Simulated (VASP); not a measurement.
# SiC (P6_3mc) in VASP: further runs

SiC is run at these levels: LDA, PBE, r2SCAN, PBEsol; tasks: single point, relaxation of cell and atoms.

Program: VASP 6.6.1. These are calculated values, not measurements. Logs are shortened: lines on timing, memory, paths and dates and some standing lists are left out, and cuts for length are marked.

## 1. The cell of the first run

Symmetry: P6_3mc, No. 186, hexagonal system. The conventional cell has a = 3.075 Å, b = 3.075 Å, c = 5.048 Å, α = 90.00°, β = 90.00°, γ = 120.00°. Si (site symmetry 3m) has 4 C at 1.88 to 1.90 Å within 2.5 Å. C (site symmetry 3m) has 4 Si at 1.88 to 1.90 Å within 2.5 Å.

## 2. Single point, LDA

The input, INCAR:

```
PREC     = Accurate       # precision mode
ENCUT    = 520            # plane-wave cutoff, eV
EDIFF    = 1E-6           # SCF threshold, eV
ISMEAR   = 0              # smearing method
SIGMA    = 0.01           # smearing width, eV
LREAL    = False          # projectors in reciprocal space
LASPH    = True           # aspherical terms in the spheres
NELM     = 80             # most SCF steps
ALGO     = Normal         # electronic algorithm
ISIF     = 2              # what is computed and relaxed
LWAVE    = False          # write WAVECAR
LCHARG   = False          # write CHGCAR
NBANDS   = 16             # bands
```

The input, KPOINTS:

```
Automatic mesh
0
Gamma
  12 12 6
```

The input, POSCAR:

```
SiC
1.0
    3.0753564098      0.0000000000      0.0000000000
   -1.5376782049      2.6633367766      0.0000000000
    0.0000000000      0.0000000000      5.0481087265
Si C
2 2
Direct
    0.3333333333      0.6666666667      0.4995917736
    0.6666666667      0.3333333333      0.9995917736
    0.3333333333      0.6666666667      0.8754082264
    0.6666666667      0.3333333333      0.3754082264
```

Potentials or basis: VASP PAW LDA potentials, release 64 (Si, C).

The run is started by

```sh
> cat potpaw_LDA.64/Si/POTCAR potpaw_LDA.64/C/POTCAR > POTCAR
> mpirun -np 1 vasp_std > vasp.out
```

OUTCAR:

```text
PREC = Accurate
   ENCUT = 520
   EDIFF = 1E-6
   ISMEAR = 0
   LREAL = False
   LASPH = True
   NELM = 80
   ISIF = 2

 ion  position               nearest neighbor table
   1  0.333  0.667  0.500-   4 1.88   4 1.88   4 1.88   3 1.90   2 3.09   2 3.09   2 3.09   2 3.09
                             2 3.09   2 3.09
   2  0.667  0.333  1.000-   3 1.88   3 1.88   3 1.88   4 1.90   1 3.09   1 3.09   1 3.09   1 3.09
                             1 3.09   1 3.09
   3  0.333  0.667  0.875-   2 1.88   2 1.88   2 1.88   1 1.90
   4  0.667  0.333  0.375-   1 1.88   1 1.88   1 1.88   2 1.90

  LATTYP: Found a hexagonal cell.
 ALAT       =     3.0753564098
 C/A-ratio  =     1.6414711187

  Lattice vectors:

 A1 = (   3.0753564098,   0.0000000000,   0.0000000000)
 A2 = (  -1.5376782049,   2.6633367766,   0.0000000000)
 A3 = (   0.0000000000,   0.0000000000,   5.0481087265)

Analysis of symmetry for initial positions (statically):
=====================================================================
 Subroutine PRICEL returns:
 Original cell was already a primitive cell.

 Routine SETGRP: Setting up the symmetry group for a
 hexagonal supercell.

 Subroutine GETGRP returns: Found 12 space group operations
 (whereof  6 operations were pure point group operations)
 out of a pool of 24 trial point group operations.

The static configuration has the point symmetry C_3v.
 The point group associated with its full space group is C_6v.

Analysis of symmetry for dynamics (positions and initial velocities):
=====================================================================
 Subroutine PRICEL returns:
 Original cell was already a primitive cell.

 Routine SETGRP: Setting up the symmetry group for a
 hexagonal supercell.

 Subroutine GETGRP returns: Found 12 space group operations
 (whereof  6 operations were pure point group operations)
 out of a pool of 24 trial point group operations.

The dynamic configuration has the point symmetry C_3v.
 The point group associated with its full space group is C_6v.

 Subroutine INISYM returns: Found 12 space group operations
 (whereof  6 operations are pure point group operations),
 and found     1 'primitive' translations

----------------------------------------------------------------------------------------

                                     Primitive cell

  volume of cell :      41.3476

  direct lattice vectors                    reciprocal lattice vectors
     3.075356410  0.000000000  0.000000000     0.325165564  0.187734426  0.000000000
    -1.537678205  2.663336777  0.000000000     0.000000000  0.375468851  0.000000000
     0.000000000  0.000000000  5.048108726     0.000000000  0.000000000  0.198093990

  length of vectors
     3.075356410  3.075356410  5.048108726     0.375468851  0.375468851  0.198093990

  position of ions in fractional coordinates (direct lattice)
     0.333333333  0.666666667  0.499591774
     0.666666667  0.333333333  0.999591774
     0.333333333  0.666666667  0.875408226
     0.666666667  0.333333333  0.375408226

  ion indices of the primitive-cell ions
   primitive index   ion index
                 1           1
                 2           2
                 3           3
                 4           4

----------------------------------------------------------------------------------------

 KPOINTS: Automatic mesh

Automatic generation of k-mesh.
 Grid dimensions read from file:
 generate k-points for:   12   12    6

 Generating k-lattice:

  Cartesian coordinates                     Fractional coordinates (reciprocal lattice)
     0.027097130  0.015644535  0.000000000     0.083333333 -0.000000000  0.000000000
     0.000000000  0.031289071  0.000000000     0.000000000  0.083333333  0.000000000
     0.000000000  0.000000000  0.033015665     0.000000000  0.000000000  0.166666667

  Length of vectors
     0.031289071  0.031289071  0.033015665

  Shift w.r.t. Gamma in fractional coordinates (k-lattice)
     0.000000000  0.000000000  0.000000000

 Subroutine IBZKPT returns following result:
 ===========================================

 Found     76 irreducible k-points:

 Following reciprocal coordinates:
            Coordinates               Weight
  0.000000  0.000000  0.000000      1.000000
  0.083333 -0.000000  0.000000      6.000000
  0.166667 -0.000000  0.000000      6.000000
  0.250000  0.000000  0.000000      6.000000
  0.333333  0.000000  0.000000      6.000000
  0.416667 -0.000000  0.000000      6.000000
[... 16 lines left out ...]
  0.250000  0.000000  0.166667     12.000000
  0.333333  0.000000  0.166667     12.000000
 [... further k-points ...]
   k-points           NKPTS =     76   k-points in BZ     NKDIM =     76   number of bands    NBANDS=     16
   number of dos      NEDOS =    301   number of ions     NIONS =      4
   total plane-waves  NPLWV =  23040
   dimension x,y,z NGX =    24 NGY =   24 NGZ =   40
   dimension x,y,z NGXF=    48 NGYF=   48 NGZF=   80
   ions per type =               2   2
   NGX,Y,Z   is equivalent  to a cutoff of  12.97, 12.97, 13.17 a.u.
   NGXF,Y,Z  is equivalent  to a cutoff of  25.95, 25.95, 26.35 a.u.
 SYSTEM =  unknown system
   PREC   = accura    normal or accurate (medium, high low for compatibility)
   ISTART =      0    job   : 0-new  1-cont  2-samecut
   ICHARG =      2    charge: 1-file 2-atom 10-const
   ISPIN  =      1    spin polarized calculation?
   LNONCOLLINEAR =      F non collinear calculations
   LSORBIT =      F    spin-orbit coupling
   LASPH  =      T    aspherical Exc in radial PAW
   ENCUT  =  520.0 eV  38.22 Ry    6.18 a.u.   5.72  5.72  9.39*2*pi/ulx,y,z
   NELM   =     80;   NELMIN=  2; NELMDL= -5     # of ELM steps
   EDIFF  = 0.1E-05   stopping-criterion for ELM
   LREAL  =      F    real-space projection
   EDIFFG = 0.1E-04   stopping-criterion for IOM
   NSW    =      0    number of steps for IOM
   IBRION =     -1    ionic relax: 0-MD 1-quasi-New 2-CG
   NFREE  =      0    steps in history (QN), initial steepest desc. (CG)
   ISIF   =      2    stress and relaxation
   ISYM   =      2    0-nonsym 1-usesym 2-fastsym
   POTIM  = 0.5000    time-step for ionic-motion
   TEBEG  =    0.0;   TEEND  =   0.0 temperature during run
   PSTRESS=    0.0 pullay stress
   NELECT =      16.0000    total number of electrons
   NUPDOWN=      -1.0000    fix difference up-down
   EMIN   =  10.00;   EMAX   =-10.00  energy-range for DOS
   EFERMI =   0.00;   METHOD = LEGACY
   ISMEAR =     0;   SIGMA  =   0.01  broadening in eV -4-tet -1-fermi 0-gaus
   EFERMI_NEDOS =   21; number of points for ismear=-14 and -15
   IALGO  =     38    algorithm
   IMIX   =      4    mixing-type and parameters
     AMIX     =   0.40;   BMIX     =  1.00
     AMIX_MAG =   1.60;   BMIX_MAG =  1.00
  volume/ion in A,a.u.               =      10.34        69.76
  Fermi-wavevector in a.u.,A,eV,Ry     =   1.192975  2.254396 19.363673  1.423190
  Thomas-Fermi vector in A             =   2.329001
   LORBIT       =      0    0 simple, 1 ext, 2 COOP (PROOUT), +10 PAW based schemes
   GGA     = CA    functional components
   LHFCALC =     F    Hartree Fock is set to
   AEXX    =    0.0000 exact exchange contribution
   IVDW    =     0    specifies the selected vdW correction
   LEPSILON=     F    determine dielectric tensor
   LRPA    =     F    only Hartree local field effects (RPA)
 non-spin polarized calculation
 Gauss-broadening in eV      SIGMA  =   0.01
  energy-cutoff  :      520.00
  volume of cell :       41.35
 maximum number of plane-waves:      1126
 NGX is ok and might be reduce to    24
   NGX = 11   NGY = 11   NGZ = 19

 number of electron      16.0000000 magnetization

 Free energy of the ion-electron system (eV)
  ---------------------------------------------------
  ext. energy  EPLUGINS =         0.00000000
  ---------------------------------------------------
  free energy    TOTEN  =       -33.26804101 eV

  energy without entropy =      -33.26804101  energy(sigma->0) =      -33.26804101

 E-fermi :   8.2716     XC(G=0): -11.5528

 val. band max:        8.2174689538   @ k =   0.0000   0.0000   0.0000
 cond. band min:      10.3650373785   @ k =   0.3333   0.3333   0.0000
 fundamental gap:      2.1475684247
 Fermi energy:         8.2715939040

 k-point     1 :       0.0000    0.0000    0.0000
  band No.  band energies     occupation
      1      -7.2658      2.00000
      2      -3.6483      2.00000
      3      -0.5026      2.00000
      4       6.9020      2.00000
      5       6.9020      2.00000
      6       8.1030      2.00000
[... 8 lines left out ...]
     15      17.0666      0.00000
     16      19.3830      0.00000

 k-point     2 :       0.0833   -0.0000    0.0000
  band No.  band energies     occupation
      1      -7.1447      2.00000
      2      -3.5443      2.00000
      3      -0.3910      2.00000
      4       6.2189      2.00000
      5       6.6896      2.00000
      6       7.7642      2.00000
[... 8 lines left out ...]
     15      17.3672      0.00000
     16      18.5421      0.00000

 k-point     3 :       0.1667   -0.0000    0.0000
  band No.  band energies     occupation
      1      -6.7847      2.00000
      2      -3.2406      2.00000
      3      -0.0650      2.00000
      4       4.7296      2.00000
      5       6.2102      2.00000
      6       6.6644      2.00000
[... 8 lines left out ...]
     15      17.6978      0.00000
     16      18.0252      0.00000

 k-point     4 :       0.2500    0.0000    0.0000
  band No.  band energies     occupation
      1      -6.1962      2.00000
      2      -2.7725      2.00000
      3       0.4300      2.00000
      4       3.0983      2.00000
      5       5.2896      2.00000
      6       5.6911      2.00000
[... 8 lines left out ...]
     15      18.1884      0.00000
     16      18.9206      0.00000

 k-point     5 :       0.3333    0.0000    0.0000
  band No.  band energies     occupation
      1      -5.4059      2.00000
      2      -2.2596      2.00000
      3       0.7718      2.00000
      4       1.9721      2.00000
      5       3.8828      2.00000
      6       5.2622      2.00000
[... 8 lines left out ...]
     15      19.0280      0.00000
     16      20.1155      0.00000

 k-point     6 :       0.4167   -0.0000    0.0000
  band No.  band energies     occupation
      1      -4.4950      2.00000
      2      -2.1165      2.00000
      3       0.4054      2.00000
      4       2.2737      2.00000
      5       2.6705      2.00000
      6       4.9865      2.00000
[... 8 lines left out ...]
     15      19.1245      0.00000
     16      20.3487      0.00000
[... 267 lines left out ...]
 k-point    21 :       0.0833   -0.0000    0.1667
  band No.  band energies     occupation
      1      -7.0090      2.00000
      2      -4.1035      2.00000
      3       0.3835      2.00000
      4       6.3091      2.00000
      5       6.7709      2.00000
      6       7.2016      2.00000
[... 8 lines left out ...]
     15      17.0757      0.00000
     16      18.9627      0.00000

 k-point    22 :       0.1667   -0.0000    0.1667
  band No.  band energies     occupation
      1      -6.6499      2.00000
      2      -3.7828      2.00000
      3       0.6737      2.00000
      4       4.8505      2.00000
      5       6.2823      2.00000
      6       6.3009      2.00000
[... 8 lines left out ...]
     15      17.8614      0.00000
     16      18.3907      0.00000

 k-point    23 :       0.2500    0.0000    0.1667
  band No.  band energies     occupation
      1      -6.0635      2.00000
      2      -3.2774      2.00000
      3       1.0535      2.00000
      4       3.2987      2.00000
      5       4.8997      2.00000
      6       5.7886      2.00000
[... 8 lines left out ...]
     15      18.8707      0.00000
     16      18.9179      0.00000

 k-point    24 :       0.3333    0.0000    0.1667
  band No.  band energies     occupation
      1      -5.2769      2.00000
      2      -2.6736      2.00000
      3       0.8991      2.00000
      4       2.5568      2.00000
      5       3.4670      2.00000
      6       5.3639      2.00000
[... 8 lines left out ...]
     15      19.4004      0.00000
     16      20.1321      0.00000

 [... further k-points ...]
[... 5 lines left out ...]
  --------------------------------------------------------------------------------------
  -------------------------------------------------------------------------------------
  Total       -0.9781881     -0.9781881     -0.9773295      0.0000000      0.0000000      0.0000000
  in kB      -37.9037981    -37.9037981    -37.8705271      0.0000000      0.0000000      0.0000000
  external PRESSURE =     -37.8927078 kB  Pullay stress =       0.0000000 kB

 VOLUME and BASIS-vectors are now :
 -----------------------------------------------------------------------------
  energy-cutoff  :      520.00
  volume of cell :       41.35
      direct lattice vectors                 reciprocal lattice vectors
     3.075356410  0.000000000  0.000000000     0.325165564  0.187734426  0.000000000
    -1.537678205  2.663336777  0.000000000     0.000000000  0.375468851  0.000000000
     0.000000000  0.000000000  5.048108726     0.000000000  0.000000000  0.198093990

 POSITION                                       TOTAL-FORCE (eV/Angst)
 -----------------------------------------------------------------------------------
     -0.00000      1.77556      2.52199        -0.000000      0.000000     -0.000333
      1.53768      0.88778      5.04605         0.000000     -0.000000     -0.000333
     -0.00000      1.77556      4.41916        -0.000000     -0.000000      0.000333
      1.53768      0.88778      1.89510        -0.000000      0.000000      0.000333
 -----------------------------------------------------------------------------------
    total drift:                               -0.000000     -0.000000     -0.000077

  FREE ENERGIE OF THE ION-ELECTRON SYSTEM (eV)
  ---------------------------------------------------
  free  energy   TOTEN  =       -33.2680410101 eV

  energy  without entropy=      -33.2680410101  energy(sigma->0) =      -33.26804101
```

It took 33 s on 1 thread of Intel Xeon Platinum 8488C (Sapphire Rapids), shared host; peak memory 0.16 GiB.

What came out:

- Free energy: -33.2680 eV
- Pressure: -3.8 GPa
- Band gap on the k mesh: 2.15 eV, indirect (least direct gap 3.87 eV)

A k mesh can miss the band edges. LDA gaps usually lie below the measured ones, often by a third to a half.

[end of part 1 of 2]
